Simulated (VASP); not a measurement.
Here is a VASP 6.6.1 calculation.

INCAR

```
PREC = Accurate ; ENCUT = 520
EDIFF = 1E-6 ; ISMEAR = 0
SIGMA = 0.15 ; LREAL = False
LASPH = True ; NELM = 100
ALGO = Fast ; ISIF = 2
LWAVE = False ; LCHARG = True
GGA = PE ; LELF = True
LVHAR = True ; NBANDS = 10
```

File KPOINTS:

```
Automatic mesh
0
Gamma
  12 12 12
```

POSCAR

```
Cs
1.0
   -3.0225000000      3.0225000000      3.0225000000
    3.0225000000     -3.0225000000      3.0225000000
    3.0225000000      3.0225000000     -3.0225000000
Cs
1
Direct
    0.0000000000      0.0000000000      0.0000000000
```

Potentials or basis: VASP PAW PBE potentials, release 64 (Cs_sv).

The run is started by

```console
$ cat potpaw_PBE.64/Cs_sv/POTCAR > POTCAR
$ mpirun -np 1 vasp_std > vasp.out
```

Problem. What does it give for the pressure?

Solution. 0.1 GPa.
